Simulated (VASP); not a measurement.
# Mg2As3 (P3m1) in VASP: single point with PBE+D3(BJ)

Aim: the single point of Mg2As3 with PBE+D3(BJ).

All numbers are computed with VASP 6.6.1; they aren't measurements. Logs are shortened: lines on timing, memory, paths and dates and some standing lists are left out, and cuts for length are marked.

## (1) The cell of the first run

The structure is trigonal, space group P3m1 (No. 156). The conventional cell has a = 4.896 Å, b = 4.896 Å, c = 11.364 Å, α = 90.00°, β = 90.00°, γ = 120.00°. Within 4.3 Å of Mg (site symmetry 3m) lie 6 As at 3.28 Å. Mg (site symmetry 3m) has 4 As at 3.18 Å within 4.2 Å. As (site symmetry 3m) has 3 Mg at 3.18 Å within 4.2 Å. As (site symmetry 3m) has 3 Mg at 3.28 Å within 4.3 Å. Within 4.2 Å of As (site symmetry 3m) lie 4 Mg at 3.18 to 3.28 Å.

## (2) Single point, PBE+D3(BJ)

The input, INCAR:

```
PREC = Accurate
ENCUT = 520
EDIFF = 1E-7
ISMEAR = 0
SIGMA = 0.1
LREAL = False
LASPH = True
NELM = 60
ALGO = Normal
ISIF = 2
LWAVE = False
LCHARG = True
GGA = PE
IVDW = 12
LELF = True
LVHAR = True
NBANDS = 18
```

The input, KPOINTS:

```
regular mesh
0
Gamma
  6 6 2
```

The input, POSCAR:

```
Mg2As3
1.0
    4.8959589000      0.0000000000      0.0000000000
   -2.4479794500      4.2400247800      0.0000000000
    0.0000000000      0.0000000000     11.3638002900
Mg As
2 3
Direct
    0.0000000000      0.0000000000      0.4450199000
    0.6666666700      0.3333333300      0.8714602600
    0.0000000000      0.0000000000      0.0000000000
    0.3333333300      0.6666666700      0.2985729400
    0.6666666700      0.3333333300      0.5914668500
```

Potentials or basis: VASP PAW PBE potentials, release 64 (Mg, As).

Run with:

```sh
cat potpaw_PBE.64/Mg/POTCAR potpaw_PBE.64/As/POTCAR > POTCAR
mpirun -np 1 vasp_std > vasp.out
```

OUTCAR:

```text
PREC = Accurate
   ENCUT = 520
   EDIFF = 1E-7
   ISMEAR = 0
   LREAL = False
   LASPH = True
   NELM = 60
   ISIF = 2
   GGA = PE
   IVDW = 12
 IVDW          = 12

 ion  position               nearest neighbor table
   1  0.000  0.000  0.445-   5 3.28   5 3.28   5 3.28   4 3.28   4 3.28   4 3.28
   2  0.667  0.333  0.871-   3 3.18   3 3.18   3 3.18   5 3.18
   3  0.000  0.000  0.000-   2 3.18   2 3.18   2 3.18
   4  0.333  0.667  0.299-   1 3.28   1 3.28   1 3.28
   5  0.667  0.333  0.591-   2 3.18   1 3.28   1 3.28   1 3.28

  LATTYP: Found a hexagonal cell.
 ALAT       =     4.8959589000
 C/A-ratio  =     2.3210571253

  Lattice vectors:

 A1 = (   4.8959589000,   0.0000000000,   0.0000000000)
 A2 = (  -2.4479794500,   4.2400247800,   0.0000000000)
 A3 = (   0.0000000000,   0.0000000000,  11.3638002900)

Analysis of symmetry for initial positions (statically):
=====================================================================
 Subroutine PRICEL returns:
 Original cell was already a primitive cell.

 Routine SETGRP: Setting up the symmetry group for a
 hexagonal supercell.

 Subroutine GETGRP returns: Found  6 space group operations
 (whereof  6 operations were pure point group operations)
 out of a pool of 24 trial point group operations.

The static configuration has the point symmetry C_3v.

Analysis of symmetry for dynamics (positions and initial velocities):
=====================================================================
 Subroutine PRICEL returns:
 Original cell was already a primitive cell.

 Routine SETGRP: Setting up the symmetry group for a
 hexagonal supercell.

 Subroutine GETGRP returns: Found  6 space group operations
 (whereof  6 operations were pure point group operations)
 out of a pool of 24 trial point group operations.

The dynamic configuration has the point symmetry C_3v.

 Subroutine INISYM returns: Found  6 space group operations
 (whereof  6 operations are pure point group operations),
 and found     1 'primitive' translations

----------------------------------------------------------------------------------------

                                     Primitive cell

  volume of cell :     235.9010

  direct lattice vectors                    reciprocal lattice vectors
     4.895958900  0.000000000  0.000000000     0.204250081  0.117923839  0.000000000
    -2.447979450  4.240024780  0.000000000     0.000000000  0.235847678  0.000000000
     0.000000000  0.000000000 11.363800290     0.000000000  0.000000000  0.087998731

  length of vectors
     4.895958900  4.895958897 11.363800290     0.235847678  0.235847678  0.087998731

  position of ions in fractional coordinates (direct lattice)
     0.000000000  0.000000000  0.445019900
     0.666666670  0.333333330  0.871460260
     0.000000000  0.000000000  0.000000000
     0.333333330  0.666666670  0.298572940
     0.666666670  0.333333330  0.591466850

  ion indices of the primitive-cell ions
   primitive index   ion index
                 1           1
                 2           2
                 3           3
                 4           4
                 5           5

----------------------------------------------------------------------------------------

 KPOINTS: regular mesh

Automatic generation of k-mesh.
 Grid dimensions read from file:
 generate k-points for:    6    6    2

 Generating k-lattice:

  Cartesian coordinates                     Fractional coordinates (reciprocal lattice)
     0.034041680  0.019653973  0.000000000     0.166666667 -0.000000000  0.000000000
     0.000000000  0.039307946  0.000000000     0.000000000  0.166666667  0.000000000
     0.000000000  0.000000000  0.043999365     0.000000000  0.000000000  0.500000000

  Length of vectors
     0.039307946  0.039307946  0.043999365

  Shift w.r.t. Gamma in fractional coordinates (k-lattice)
     0.000000000  0.000000000  0.000000000

 Subroutine IBZKPT returns following result:
 ===========================================

 Found     14 irreducible k-points:

 Following reciprocal coordinates:
            Coordinates               Weight
  0.000000  0.000000  0.000000      1.000000
  0.166667  0.000000  0.000000      6.000000
  0.333333 -0.000000  0.000000      6.000000
  0.500000  0.000000  0.000000      3.000000
  0.166667  0.166667  0.000000      6.000000
  0.333333  0.166667  0.000000     12.000000
  0.333333  0.333333  0.000000      2.000000
  0.000000  0.000000  0.500000      1.000000
  0.166667  0.000000  0.500000      6.000000
  0.333333 -0.000000  0.500000      6.000000
  0.500000  0.000000  0.500000      3.000000
  0.166667  0.166667  0.500000      6.000000
  0.333333  0.166667  0.500000     12.000000
  0.333333  0.333333  0.500000      2.000000
   k-points           NKPTS =     14   k-points in BZ     NKDIM =     14   number of bands    NBANDS=     18
   number of dos      NEDOS =    301   number of ions     NIONS =      5
   total plane-waves  NPLWV = 116640
   dimension x,y,z NGX =    36 NGY =   36 NGZ =   90
   dimension x,y,z NGXF=    72 NGYF=   72 NGZF=  180
   ions per type =               2   3
   NGX,Y,Z   is equivalent  to a cutoff of  12.22, 12.22, 13.17 a.u.
   NGXF,Y,Z  is equivalent  to a cutoff of  24.45, 24.45, 26.33 a.u.
 SYSTEM =  unknown system
   PREC   = accura    normal or accurate (medium, high low for compatibility)
   ISTART =      0    job   : 0-new  1-cont  2-samecut
   ICHARG =      2    charge: 1-file 2-atom 10-const
   ISPIN  =      1    spin polarized calculation?
   LNONCOLLINEAR =      F non collinear calculations
   LSORBIT =      F    spin-orbit coupling
   LASPH  =      T    aspherical Exc in radial PAW
   ENCUT  =  520.0 eV  38.22 Ry    6.18 a.u.   9.10  9.10 21.13*2*pi/ulx,y,z
   NELM   =     60;   NELMIN=  2; NELMDL= -5     # of ELM steps
   EDIFF  = 0.1E-06   stopping-criterion for ELM
   LREAL  =      F    real-space projection
   EDIFFG = 0.1E-05   stopping-criterion for IOM
   NSW    =      0    number of steps for IOM
   IBRION =     -1    ionic relax: 0-MD 1-quasi-New 2-CG
   NFREE  =      0    steps in history (QN), initial steepest desc. (CG)
   ISIF   =      2    stress and relaxation
   ISYM   =      2    0-nonsym 1-usesym 2-fastsym
   POTIM  = 0.5000    time-step for ionic-motion
   TEBEG  =    0.0;   TEEND  =   0.0 temperature during run
   PSTRESS=    0.0 pullay stress
   NELECT =      19.0000    total number of electrons
   NUPDOWN=      -1.0000    fix difference up-down
   EMIN   =  10.00;   EMAX   =-10.00  energy-range for DOS
   EFERMI =   0.00;   METHOD = LEGACY
   ISMEAR =     0;   SIGMA  =   0.10  broadening in eV -4-tet -1-fermi 0-gaus
   EFERMI_NEDOS =   21; number of points for ismear=-14 and -15
   IALGO  =     38    algorithm
   IMIX   =      4    mixing-type and parameters
     AMIX     =   0.40;   BMIX     =  1.00
     AMIX_MAG =   1.60;   BMIX_MAG =  1.00
  volume/ion in A,a.u.               =      47.18       318.39
  Fermi-wavevector in a.u.,A,eV,Ry     =   0.706995  1.336026  6.800755  0.499841
  Thomas-Fermi vector in A             =   1.792924
   LORBIT       =      0    0 simple, 1 ext, 2 COOP (PROOUT), +10 PAW based schemes
   GGA     = PE    functional components
   LHFCALC =     F    Hartree Fock is set to
   AEXX    =    0.0000 exact exchange contribution
   IVDW    =    12    specifies the selected vdW correction
   LEPSILON=     F    determine dielectric tensor
   LRPA    =     F    only Hartree local field effects (RPA)
 non-spin polarized calculation
 Gauss-broadening in eV      SIGMA  =   0.10
  energy-cutoff  :      520.00
  volume of cell :      235.90
 maximum number of plane-waves:      6399
   NGX = 19   NGY = 19   NGZ = 43

 number of electron      18.9999999 magnetization

 Free energy of the ion-electron system (eV)
  ---------------------------------------------------
  ext. energy  EPLUGINS =         0.00000000
  ---------------------------------------------------
  free energy    TOTEN  =       -11.59324741 eV

  energy without entropy =      -11.52690261  energy(sigma->0) =      -11.56007501

 E-fermi :  -1.0782     XC(G=0):  -6.5487

 val. band max:       -1.0869532695   @ k =   0.1667   0.1667   0.0000
 cond. band min:      -1.0637725907   @ k =   0.3333   0.1667   0.5000
 fundamental gap:      0.0231806788
 Fermi energy:        -1.0781813212

 k-point     1 :       0.0000    0.0000    0.0000
  band No.  band energies     occupation
      1     -10.6805      2.00000
      2     -10.3117      2.00000
      3     -10.2356      2.00000
      4      -3.1123      2.00000
      5      -2.4378      2.00000
      6      -0.9714      0.13094
[... 10 lines left out ...]
     17       4.1055      0.00000
     18       4.1055      0.00000

 k-point     2 :       0.1667    0.0000    0.0000
  band No.  band energies     occupation
      1     -10.6228      2.00000
      2     -10.2885      2.00000
      3     -10.2012      2.00000
      4      -3.1037      2.00000
      5      -2.4298      2.00000
      6      -1.6059      2.00000
[... 10 lines left out ...]
     17       3.8887      0.00000
     18       4.2981      0.00000

 k-point     3 :       0.3333   -0.0000    0.0000
  band No.  band energies     occupation
      1     -10.4922      2.00000
      2     -10.2546      2.00000
      3     -10.1260      2.00000
      4      -3.1779      2.00000
      5      -2.7387      2.00000
      6      -2.2871      2.00000
[... 10 lines left out ...]
     17       4.2333      0.00000
     18       4.4585      0.00000

 k-point     4 :       0.5000    0.0000    0.0000
  band No.  band energies     occupation
      1     -10.4117      2.00000
      2     -10.2506      2.00000
      3     -10.0857      2.00000
      4      -3.2758      2.00000
      5      -2.9997      2.00000
      6      -2.5017      2.00000
[... 10 lines left out ...]
     17       4.0655      0.00000
     18       4.4596      0.00000

 k-point     5 :       0.1667    0.1667    0.0000
  band No.  band energies     occupation
      1     -10.5280      2.00000
      2     -10.2602      2.00000
      3     -10.1457      2.00000
      4      -3.1279      2.00000
      5      -2.5641      2.00000
      6      -2.0932      2.00000
[... 10 lines left out ...]
     17       3.9341      0.00000
     18       4.0293      0.00000

 k-point     6 :       0.3333    0.1667    0.0000
  band No.  band energies     occupation
      1     -10.4159      2.00000
      2     -10.2457      2.00000
      3     -10.0870      2.00000
      4      -3.1945      2.00000
      5      -2.8637      2.00000
      6      -2.3862      2.00000
[... 10 lines left out ...]
     17       3.9058      0.00000
     18       4.4508      0.00000

 k-point     7 :       0.3333    0.3333    0.0000
  band No.  band energies     occupation
      1     -10.3741      2.00000
      2     -10.2435      2.00000
      3     -10.0679      2.00000
      4      -3.1303      2.00000
      5      -2.8198      2.00000
      6      -2.3240      2.00000
[... 10 lines left out ...]
     17       4.5110      0.00000
     18       4.9060      0.00000

 k-point     8 :       0.0000    0.0000    0.5000
  band No.  band energies     occupation
      1     -10.6697      2.00000
      2     -10.3650      2.00000
      3     -10.1923      2.00000
      4      -3.2474      2.00000
      5      -2.0231      2.00000
      6      -1.2406      1.97838
[... 10 lines left out ...]
     17       4.0327      0.00000
     18       4.0327      0.00000

 k-point     9 :       0.1667    0.0000    0.5000
  band No.  band energies     occupation
      1     -10.6138      2.00000
      2     -10.3291      2.00000
      3     -10.1690      2.00000
      4      -3.1596      2.00000
      5      -2.3125      2.00000
      6      -1.6522      2.00000
[... 10 lines left out ...]
     17       3.8330      0.00000
     18       4.2460      0.00000

 k-point    10 :       0.3333   -0.0000    0.5000
  band No.  band energies     occupation
      1     -10.4882      2.00000
      2     -10.2668      2.00000
      3     -10.1177      2.00000
      4      -3.1523      2.00000
      5      -2.7537      2.00000
      6      -2.2857      2.00000
[... 10 lines left out ...]
     17       4.3275      0.00000
     18       4.4390      0.00000

 k-point    11 :       0.5000    0.0000    0.5000
  band No.  band energies     occupation
      1     -10.4125      2.00000
      2     -10.2482      2.00000
      3     -10.0874      2.00000
      4      -3.3305      2.00000
      5      -2.8854      2.00000
      6      -2.4870      2.00000
[... 10 lines left out ...]
     17       4.2667      0.00000
     18       4.5245      0.00000

 k-point    12 :       0.1667    0.1667    0.5000
  band No.  band energies     occupation
      1     -10.5223      2.00000
      2     -10.2803      2.00000
      3     -10.1312      2.00000
      4      -3.0845      2.00000
      5      -2.6592      2.00000
      6      -2.0464      2.00000
[... 10 lines left out ...]
     17       3.7637      0.00000
     18       4.2258      0.00000

 k-point    13 :       0.3333    0.1667    0.5000
  band No.  band energies     occupation
      1     -10.4150      2.00000
      2     -10.2473      2.00000
      3     -10.0862      2.00000
      4      -3.2094      2.00000
      5      -2.8610      2.00000
      6      -2.3606      2.00000
[... 10 lines left out ...]
     17       4.0789      0.00000
     18       4.6453      0.00000

 k-point    14 :       0.3333    0.3333    0.5000
  band No.  band energies     occupation
      1     -10.3741      2.00000
      2     -10.2435      2.00000
      3     -10.0679      2.00000
      4      -3.1514      2.00000
      5      -2.9013      2.00000
      6      -2.3498      2.00000
[... 10 lines left out ...]
     17       4.4640      0.00000
     18       4.6988      0.00000

------------------------ aborting loop because EDIFF is reached ----------------------------------------

 Edisp (eV)   -0.82123

 E8    (eV) :    -0.3455

  FORCE on cell =-STRESS in cart. coord.  units (eV):
  Direction    XX          YY          ZZ          XY          YZ          ZX
  --------------------------------------------------------------------------------------
  -------------------------------------------------------------------------------------
  Total     -10.38784   -10.38784   -11.75549    -0.00000    -0.00000     0.00000
  in kB     -70.55145   -70.55145   -79.84019    -0.00000    -0.00000     0.00000
  external pressure =      -73.65 kB  Pullay stress =        0.00 kB

 VOLUME and BASIS-vectors are now :
 -----------------------------------------------------------------------------
  energy-cutoff  :      520.00
  volume of cell :      235.90
      direct lattice vectors                 reciprocal lattice vectors
     4.895958900  0.000000000  0.000000000     0.204250081  0.117923839  0.000000000
    -2.447979450  4.240024780  0.000000000     0.000000000  0.235847678  0.000000000
     0.000000000  0.000000000 11.363800290     0.000000000  0.000000000  0.087998731

 POSITION                                       TOTAL-FORCE (eV/Angst)
 -----------------------------------------------------------------------------------
      0.00000      0.00000      5.05712         0.000000     -0.000000     -0.012222
      2.44798      1.41334      9.90310         0.000000      0.000000      0.348415
      0.00000      0.00000      0.00000         0.000000      0.000000     -0.707116
     -0.00000      2.82668      3.39292        -0.000000      0.000000      0.953948
      2.44798      1.41334      6.72131        -0.000000     -0.000000     -0.583025
 -----------------------------------------------------------------------------------
    total drift:                               -0.000000      0.000000     -0.000407

  FREE ENERGIE OF THE ION-ELECTRON SYSTEM (eV)
  ---------------------------------------------------
  free  energy   TOTEN  =       -12.4144809646 eV

  energy  without entropy=      -12.3481361659  energy(sigma->0) =      -12.38130857
```

Run time: 68 s. Hardware: 1 thread of Intel Xeon 6975P-C (Granite Rapids), shared host; peak memory 0.36 GiB.

What came out:

```yaml
Free_energy: -12.4145 eV
Pressure: -7.4 GPa
Largest_force: 0.954 eV/Å
Dispersion_energy_per_atom: -0.164 eV
```

Forces on the atoms (eV/Å):
```
Mg   0.000  0.000 -0.012
Mg   0.000  0.000  0.348
As   0.000  0.000 -0.707
As   0.000  0.000  0.954
As   0.000  0.000 -0.583
```

Stress tensor (GPa, compression positive):
```
-7.06  0.00  0.00
 0.00 -7.06  0.00
 0.00  0.00 -7.98
```

Caveat: pairwise dispersion overbinds metals, which lowers pressure and volume.
